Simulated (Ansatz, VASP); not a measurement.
**C11O in VASP and in Ansatz**

INCAR

```
PREC = Accurate
ENCUT = 520
EDIFF = 1E-6
ISMEAR = 0
SIGMA = 0.05
LREAL = F
LASPH = T
NELM = 80
ALGO = Normal
ISIF = 2
LWAVE = F
LCHARG = F
LDIPOL = T
IDIPOL = 3
DIPOL = 0.5 0.5 0.313
GGA = PE
IVDW = 12
NBANDS = 37
```

File KPOINTS:

```
Automatic mesh
0
Gamma
  8 7 1
```

POSCAR

```
C11O
1.0
    3.6473242347      0.0000000000      0.0000000000
   -1.6658829406      3.9310150970      0.0000000000
    0.0000000000      0.0000000000     23.5809581735
C O
11 1
Direct
    0.5001799340      0.3333933113      0.1696283913
    0.4998200660      0.6666066887      0.1696283913
    0.5001799340      0.8333933113      0.2218942371
    0.4998200660      0.1666066887      0.2218942371
    0.5000212339      0.3353169667      0.2741412245
    0.4999787661      0.6646830333      0.2741412245
    0.5001286265      0.8366480408      0.3266192407
    0.4998713735      0.1633519592      0.3266192407
    0.4997623712      0.3544335279      0.3744953071
    0.5002376288      0.6455664721      0.3744953071
    0.4997623712      0.8544335279      0.5377626337
    0.4997623712      0.8544335279      0.4889944712
```

Input for Ansatz:

```yaml
crystal:
  lattice:
    - [3.6473242347, 0.0, 0.0]
    - [-1.6658829406, 3.931015097, 0.0]
    - [0.0, 0.0, 23.5809581735]
  atoms:
    - { symbol: C, position: [0.500179934, 0.3333933113, 0.1696283913] }
    - { symbol: C, position: [0.499820066, 0.6666066887, 0.1696283913] }
    - { symbol: C, position: [0.500179934, 0.8333933113, 0.2218942371] }
    - { symbol: C, position: [0.499820066, 0.1666066887, 0.2218942371] }
    - { symbol: C, position: [0.5000212339, 0.3353169667, 0.2741412245] }
    - { symbol: C, position: [0.4999787661, 0.6646830333, 0.2741412245] }
    - { symbol: C, position: [0.5001286265, 0.8366480408, 0.3266192407] }
    - { symbol: C, position: [0.4998713735, 0.1633519592, 0.3266192407] }
    - { symbol: C, position: [0.4997623712, 0.3544335279, 0.3744953071] }
    - { symbol: C, position: [0.5002376288, 0.6455664721, 0.3744953071] }
    - { symbol: O, position: [0.4997623712, 0.8544335279, 0.4889944712] }
    - { symbol: C, position: [0.4997623712, 0.8544335279, 0.5377626337] }
basis:
  ecutwfc: 420
kpoints:
  mp_grid: { grid: [8, 7, 1] }
hamiltonian:
  xc: pbe
  pseudopotentials: { kind: paw, azcp: { folder: soft_1 } }
  dispersion: d3bj
scf:
  occupations: { method: gaussian, width: 0.05 }
output:
  forces: true
  eigenvalues: true
efield:
  axis: 3
  dipole_correction: true
  ramp_width: 0.04
```

Alike in both runs: task single point; functional PBE; dispersion D3(BJ); k mesh 8 × 7 × 1; occupations gaussian, width 0.05 eV; no spin polarisation.

|  | VASP | Ansatz |
| --- | --- | --- |
| version | VASP 6.6.1 | Ansatz 0.2.0 |
| potentials or method | VASP PAW PBE potentials, release 64 (C, O), cutoff 520 eV | scalar-relativistic, plane waves, PAW |
| valence electrons in the cell | 50 | 50 |

|  | VASP | Ansatz | Ansatz less VASP |
| --- | --- | --- | --- |
| gap on the k mesh at the Fermi level (eV) | none | none | - |
| rms of the force components (eV/Å) | 1.635 | 1.673 | +0.0385 |

A gap of «none» marks a metal or a gap that the smearing closes.

Noted on VASP's run: the standard files for N, O and F lose accuracy on very short bonds.
